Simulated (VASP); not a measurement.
Here is a VASP 6.6.1 calculation.

Contents of INCAR:

```
  ALGO = Normal
  EDIFF = 1E-6
  ENCUT = 600
  GGA_COMPAT = False
  ISIF = 2
  ISMEAR = -1
  LASPH = True
  LCHARG = False
  LREAL = False
  LWAVE = False
  NBANDS = 22
  NELM = 120
  PREC = Accurate
  SIGMA = 0.05
```

KPOINTS

```
k-points
0
Gamma
  10 10 6
```

Contents of POSCAR:

```
Ta2N
1.0
    3.0493158896      0.0000000000      0.0000000000
   -1.5246579448      2.6407850245      0.0000000000
    0.0000000000      0.0000000000      4.7704285953
Ta N
2 1
Direct
    0.3333333333      0.6666666667      0.2547110000
    0.6666666667      0.3333333333      0.7452890000
    0.0000000000      0.0000000000      0.0000000000
```

Potentials or basis: VASP PAW LDA potentials, release 64 (Ta_sv_GW, N).

The run is started by

```sh
$ cat potpaw_LDA.64/Ta_sv_GW/POTCAR potpaw_LDA.64/N/POTCAR > POTCAR
$ mpirun -np 1 vasp_std > vasp.out
```

(1) Predict the pressure.

(2) Estimate the largest force.

Results:

(1) 4.5 GPa.

(2) 0.035 eV/Å.
